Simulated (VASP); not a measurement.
Input of a VASP 6.6.1 run:

The input POSCAR:

```
Ag
1.0
    2.9918474231      0.0000000000      0.0000000000
   -1.4959237115      2.5910158726      0.0000000000
    0.0000000000      0.0000000000     20.7006140294
Ag
9
Direct
    0.0000000000      0.0000000000      0.0000000000
    0.0000000000      0.0000000000      0.7776489070
    0.3333333333      0.6666666667      0.8890177597
    0.6666666667      0.3333333333      0.3333333333
    0.6666666667      0.3333333333      0.1109822403
    0.0000000000      0.0000000000      0.2223510930
    0.3333333333      0.6666666667      0.6666666667
    0.3333333333      0.6666666667      0.4443155737
    0.6666666667      0.3333333333      0.5556844263
```

INCAR.step1

```
SYSTEM = Ag
ALGO = Normal ; EDIFF = 1E-4
ENCUT = 520 ; GGA = PE
ISMEAR = 0 ; LASPH = .TRUE.
LCHARG = .FALSE. ; LREAL = .FALSE.
LWAVE = .TRUE. ; NBANDS = 60
NELM = 60 ; PREC = Accurate
SIGMA = 0.1
```

File INCAR.step2:

```
SYSTEM = Ag
ALGO = Normal ; EDIFF = 1E-6
ENCUT = 520 ; ISIF = 2
ISMEAR = 0 ; ISTART = 1
LASPH = .TRUE. ; LCHARG = .TRUE.
LELF = .TRUE. ; LMIXTAU = .TRUE.
LREAL = .FALSE. ; LVHAR = .TRUE.
LWAVE = .FALSE. ; METAGGA = R2SCAN
NBANDS = 60 ; NELM = 60
PREC = Accurate ; SIGMA = 0.1
```

File KPOINTS:

```
k-points
0
G
  12 12 2
  0 0 0
```

Potentials or basis: VASP PAW PBE potentials, release 64 (Ag).

Launch:

```sh
$ cat potpaw_PBE.64/Ag/POTCAR > POTCAR
$ cp INCAR.step1 INCAR
$ mpirun -np 1 vasp_std > vasp.out
$ cp INCAR.step2 INCAR
$ mpirun -np 1 vasp_std > vasp.out
```

Predict the band gap on the k mesh.

zero (an odd number of electrons rules out a gap without spin polarisation).

Estimate the pressure.

-2.2 GPa.

Stress tensor (GPa, compression positive):
```
-3.37  0.00  0.00
 0.00 -3.37  0.00
 0.00  0.00  0.14
```

Caveat: the cell differs from its parent crystal (biaxial strain in the a-b plane: +3.0 %, then relaxed in part); the PAW data sets were made with another functional, which shifts forces and pressure a little.
